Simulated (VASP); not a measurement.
# Ga (C2/c) in VASP: further runs

Ga is run at these levels: PBEsol; tasks: electric field gradients.

Program: VASP 6.6.1. These are calculated values, not measurements. Logs are shortened: lines on timing, memory, paths and dates and some standing lists are left out, and cuts for length are marked.

**1. The cell of the first run**

The structure is monoclinic, space group C2/c (No. 15). The conventional cell has a = 2.820 Å, b = 8.211 Å, c = 3.397 Å, α = 90.00°, β = 92.02°, γ = 90.00°. Ga (site symmetry 2) has 10 Ga at 2.74 to 3.40 Å within 3.6 Å.

**2. Electric field gradients, PBEsol (19.66 Å³/atom)**

The input, INCAR:

```
SYSTEM = Ga
  ALGO = Normal
  EDIFF = 1E-8
  ENCUT = 520
  GGA = PS
  ISIF = 2
  ISMEAR = -1
  LASPH = .True.
  LCHARG = .False.
  LEFG = .True.
  LREAL = .False.
  LWAVE = .False.
  NBANDS = 20
  NELM = 60
  PREC = Accurate
  SIGMA = 0.03
```

The input, KPOINTS:

```
k-points
0
Gamma
  14 14 11
  0 0 0
```

The input, POSCAR:

```
Ga
1.0
    1.4101245334     -4.1054710295      0.0000000000
    1.4101245334      4.1054710295      0.0000000000
   -0.1197535260      0.0000000000      3.3952393258
Ga
2
Direct
    0.8690000000      0.1310000000      0.2500000000
    0.1310000000      0.8690000000      0.7500000000
```

Potentials or basis: VASP PAW PBE potentials, release 64 (Ga_d).

Started as:

```bash
> cat potpaw_PBE.64/Ga_d/POTCAR > POTCAR
> mpirun -np 1 vasp_std > vasp.out
```

OUTCAR:

```text
SYSTEM = Ga
   EDIFF = 1E-8
   ENCUT = 520
   GGA = PS
   ISIF = 2
   ISMEAR = -1
   LASPH = .True.
   LREAL = .False.
   NELM = 60
   PREC = Accurate

 ion  position               nearest neighbor table
   1  0.869  0.131  0.250-   2 2.74   2 2.74   2 2.92   2 2.92
   2  0.131  0.869  0.750-   1 2.74   1 2.74   1 2.92   1 2.92

  LATTYP: Found a base centered monoclinic cell.
 ALAT       =     2.8202490668
 B/A-ratio  =     2.9114244397
 C/A-ratio  =     1.2046278548
 COS(beta)  =    -0.0352490928

  Lattice vectors:

 A1 = (   1.4101245334,  -4.1054710295,   0.0000000000)
 A2 = (   1.4101245334,   4.1054710295,   0.0000000000)
 A3 = (  -0.1197535260,   0.0000000000,   3.3952393258)

Analysis of symmetry for initial positions (statically):
=====================================================================
 Subroutine PRICEL returns:
 Original cell was already a primitive cell.

 Routine SETGRP: Setting up the symmetry group for a
 base centered monoclinic supercell.

 Subroutine GETGRP returns: Found  4 space group operations
 (whereof  2 operations were pure point group operations)
 out of a pool of  4 trial point group operations.

The static configuration has the point symmetry S_2 .
 The point group associated with its full space group is C_2h.

Analysis of symmetry for dynamics (positions and initial velocities):
=====================================================================
 Subroutine PRICEL returns:
 Original cell was already a primitive cell.

 Routine SETGRP: Setting up the symmetry group for a
 base centered monoclinic supercell.

 Subroutine GETGRP returns: Found  4 space group operations
 (whereof  2 operations were pure point group operations)
 out of a pool of  4 trial point group operations.

The dynamic configuration has the point symmetry S_2 .
 The point group associated with its full space group is C_2h.

 Subroutine INISYM returns: Found  4 space group operations
 (whereof  2 operations are pure point group operations),
 and found     1 'primitive' translations

----------------------------------------------------------------------------------------

                                     Primitive cell

  volume of cell :      39.3116

  direct lattice vectors                    reciprocal lattice vectors
     1.410124533 -4.105471030  0.000000000     0.354578612 -0.121788705  0.012506346
     1.410124533  4.105471030  0.000000000     0.354578612  0.121788705  0.012506346
    -0.119753526  0.000000000  3.395239326     0.000000000  0.000000000  0.294530048

  length of vectors
     4.340892025  4.340892025  3.397350583     0.375119834  0.375119834  0.294530048

  position of ions in fractional coordinates (direct lattice)
     0.869000000  0.131000000  0.250000000
     0.131000000  0.869000000  0.750000000

  ion indices of the primitive-cell ions
   primitive index   ion index
                 1           1
                 2           2

----------------------------------------------------------------------------------------

 KPOINTS: k-points

Automatic generation of k-mesh.
 Grid dimensions read from file:
 generate k-points for:   14   14   11

 Generating k-lattice:

  Cartesian coordinates                     Fractional coordinates (reciprocal lattice)
     0.025327044 -0.008699193  0.000893310     0.071428571 -0.000000000  0.000000000
     0.025327044  0.008699193  0.000893310    -0.000000000  0.071428571  0.000000000
     0.000000000  0.000000000  0.026775459     0.000000000  0.000000000  0.090909091

  Length of vectors
     0.026794274  0.026794274  0.026775459

  Shift w.r.t. Gamma in fractional coordinates (k-lattice)
     0.000000000  0.000000000  0.000000000

 Subroutine IBZKPT returns following result:
 ===========================================

 Found    582 irreducible k-points:

 Following reciprocal coordinates:
            Coordinates               Weight
  0.000000  0.000000  0.000000      1.000000
  0.071429 -0.000000  0.000000      4.000000
  0.142857  0.000000 -0.000000      4.000000
  0.214286  0.000000  0.000000      4.000000
  0.285714  0.000000  0.000000      4.000000
  0.357143 -0.000000 -0.000000      4.000000
[... 16 lines left out ...]
  0.214286  0.142857  0.000000      4.000000
  0.285714  0.142857  0.000000      4.000000
 [... further k-points ...]
   k-points           NKPTS =    582   k-points in BZ     NKDIM =    582   number of bands    NBANDS=     20
   number of dos      NEDOS =    301   number of ions     NIONS =      2
   total plane-waves  NPLWV =  28672
   dimension x,y,z NGX =    32 NGY =   32 NGZ =   28
   dimension x,y,z NGXF=    64 NGYF=   64 NGZF=   56
   ions per type =               2
   NGX,Y,Z   is equivalent  to a cutoff of  12.26, 12.26, 13.70 a.u.
   NGXF,Y,Z  is equivalent  to a cutoff of  24.51, 24.51, 27.40 a.u.
 SYSTEM =  Ga
   PREC   = accura    normal or accurate (medium, high low for compatibility)
   ISTART =      0    job   : 0-new  1-cont  2-samecut
   ICHARG =      2    charge: 1-file 2-atom 10-const
   ISPIN  =      1    spin polarized calculation?
   LNONCOLLINEAR =      F non collinear calculations
   LSORBIT =      F    spin-orbit coupling
   LASPH  =      T    aspherical Exc in radial PAW
   ENCUT  =  520.0 eV  38.22 Ry    6.18 a.u.   8.07  8.07  6.32*2*pi/ulx,y,z
   NELM   =     60;   NELMIN=  2; NELMDL= -5     # of ELM steps
   EDIFF  = 0.1E-07   stopping-criterion for ELM
   LREAL  =      F    real-space projection
   EDIFFG = 0.1E-06   stopping-criterion for IOM
   NSW    =      0    number of steps for IOM
   IBRION =     -1    ionic relax: 0-MD 1-quasi-New 2-CG
   NFREE  =      0    steps in history (QN), initial steepest desc. (CG)
   ISIF   =      2    stress and relaxation
   ISYM   =      2    0-nonsym 1-usesym 2-fastsym
   POTIM  = 0.5000    time-step for ionic-motion
   TEBEG  =    0.0;   TEEND  =   0.0 temperature during run
   PSTRESS=    0.0 pullay stress
   NELECT =      26.0000    total number of electrons
   NUPDOWN=      -1.0000    fix difference up-down
   EMIN   =  10.00;   EMAX   =-10.00  energy-range for DOS
   EFERMI =   0.00;   METHOD = LEGACY
   ISMEAR =    -1;   SIGMA  =   0.03  broadening in eV -4-tet -1-fermi 0-gaus
   EFERMI_NEDOS =   21; number of points for ismear=-14 and -15
   IALGO  =     38    algorithm
   IMIX   =      4    mixing-type and parameters
     AMIX     =   0.40;   BMIX     =  1.00
     AMIX_MAG =   1.60;   BMIX_MAG =  1.00
  volume/ion in A,a.u.               =      19.66       132.64
  Fermi-wavevector in a.u.,A,eV,Ry     =   1.426349  2.695408 27.680647  2.034470
  Thomas-Fermi vector in A             =   2.546635
   LORBIT       =      0    0 simple, 1 ext, 2 COOP (PROOUT), +10 PAW based schemes
   GGA     = PS    functional components
   LHFCALC =     F    Hartree Fock is set to
   AEXX    =    0.0000 exact exchange contribution
   IVDW    =     0    specifies the selected vdW correction
   LEPSILON=     F    determine dielectric tensor
   LRPA    =     F    only Hartree local field effects (RPA)
 non-spin polarized calculation
  energy-cutoff  :      520.00
  volume of cell :       39.31
 maximum number of plane-waves:      1075
   NGX = 17   NGY = 17   NGZ = 13

 number of electron      26.0000005 magnetization

 Free energy of the ion-electron system (eV)
  ---------------------------------------------------
  ext. energy  EPLUGINS =         0.00000000
  ---------------------------------------------------
  free energy    TOTEN  =        -6.62948195 eV

  energy without entropy =       -6.62755623  energy(sigma->0) =       -6.62851909

 E-fermi :   4.9564     XC(G=0): -10.9070

 val. band max:        4.9510093677   @ k =  -0.3571   0.4286   0.2727
 cond. band min:       4.9746965993   @ k =   0.3571   0.0714   0.1818
 fundamental gap:      0.0236872317
 Fermi energy:         4.9563973962

 k-point     1 :       0.0000    0.0000    0.0000
  band No.  band energies     occupation
      1     -10.0479      2.00000
      2     -10.0358      2.00000
      3     -10.0085      2.00000
      4      -9.9815      2.00000
      5      -9.7477      2.00000
      6      -9.7457      2.00000
[... 12 lines left out ...]
     19      15.2026      0.00000
     20      17.6893      0.00000
[... 507 lines left out ...]
 k-point    24 :       0.2857    0.1429    0.0000
  band No.  band energies     occupation
      1     -10.0045      2.00000
      2      -9.9563      2.00000
      3      -9.9279      2.00000
      4      -9.8779      2.00000
      5      -9.8472      2.00000
      6      -9.8202      2.00000
[... 12 lines left out ...]
     19      15.7332      0.00000
     20      16.9095      0.00000

 [... further k-points ...]

------------------------ aborting loop because EDIFF is reached ----------------------------------------

  FORCE on cell =-STRESS in cart. coord.  units (eV):
  Direction    XX          YY          ZZ          XY          YZ          ZX
  --------------------------------------------------------------------------------------
  -------------------------------------------------------------------------------------
  Total       -1.0703247     -1.0627802     -1.0833160      0.0000000      0.0000000     -0.0125719
  in kB      -43.6219689    -43.3144882    -44.1514400      0.0000000      0.0000000     -0.5123777
  external PRESSURE =     -43.6959657 kB  Pullay stress =       0.0000000 kB

 VOLUME and BASIS-vectors are now :
 -----------------------------------------------------------------------------
  energy-cutoff  :      520.00
  volume of cell :       39.31
      direct lattice vectors                 reciprocal lattice vectors
     1.410124533 -4.105471030  0.000000000     0.354578612 -0.121788705  0.012506346
     1.410124533  4.105471030  0.000000000     0.354578612  0.121788705  0.012506346
    -0.119753526  0.000000000  3.395239326     0.000000000  0.000000000  0.294530048

 POSITION                                       TOTAL-FORCE (eV/Angst)
 -----------------------------------------------------------------------------------
      1.38019     -3.02984      0.84881        -0.000000      0.151569     -0.000000
      1.32031      3.02984      2.54643         0.000000     -0.151569      0.000000
 -----------------------------------------------------------------------------------
    total drift:                                0.000000      0.000000     -0.000000

  FREE ENERGIE OF THE ION-ELECTRON SYSTEM (eV)
  ---------------------------------------------------
  free  energy   TOTEN  =        -6.6294819493 eV

  energy  without entropy=       -6.6275562320  energy(sigma->0) =       -6.62851909

 Electric field gradients (V/A^2)
---------------------------------------------------------------------
 ion       V_xx      V_yy      V_zz      V_xy      V_xz      V_yz
---------------------------------------------------------------------
   1      -5.611   -16.901    22.513     0.000    -2.303    -0.000
   2      -5.611   -16.901    22.513     0.000    -2.303    -0.000
---------------------------------------------------------------------

 Electric field gradients after diagonalization (V/A^2)
 (convention: |V_zz| > |V_xx| > |V_yy|)
----------------------------------------------------------------------
 ion       V_xx      V_yy      V_zz     asymmetry (V_yy - V_xx)/ V_zz
----------------------------------------------------------------------
   1     -16.901    -5.799    22.700       0.489
   2     -16.901    -5.799    22.700       0.489
----------------------------------------------------------------------

           NMR quadrupolar parameters

 Cq : quadrupolar parameter    Cq=e*Q*V_zz/h
 eta: asymmetry parameters     (V_yy - V_xx)/ V_zz
 Q  : nuclear electric quadrupole moment in mb (millibarn)
----------------------------------------------------------------------
 ion       Cq(MHz)       eta       Q (mb)
----------------------------------------------------------------------
   1       0.055       0.489       1.000
   2       0.055       0.489       1.000
----------------------------------------------------------------------
```

Wall time 5.6 min (1 thread of Intel Xeon Platinum 8259CL at 2.50GHz (Skylake/Cascade Lake), shared host); peak memory 0.46 GiB.

Results:

| Quantity | Value |
| --- | --- |
| Free energy | -6.6295 eV |
| Pressure | -4.4 GPa |
| Largest force | 0.152 eV/Å |
| Band gap on the k mesh | zero (bands 13 and 14 overlap by 7.62 eV) |
| Largest electric field gradient by atom | Ga +22.7 V/Å² |

Forces on the atoms (eV/Å):
```
Ga   0.000  0.152  0.000
Ga   0.000 -0.152  0.000
```

Stress tensor (GPa, compression positive):
```
-4.36  0.00 -0.05
 0.00 -4.33  0.00
-0.05  0.00 -4.42
```

Electric field gradients, principal values (V/Å²):
```tsv
atom	least	middle	greatest (by size)
1 Ga	-5.799	-16.901	22.700
2 Ga	-5.799	-16.901	22.700
```

Caveat: the cell stands under tension; without QUAD_EFG the Cq values of the log hold for a quadrupole moment of 1 mb, not for the nuclei; the PAW data sets were made with another functional, which shifts forces and pressure a little.

(Part 1 of 3 ends here.)
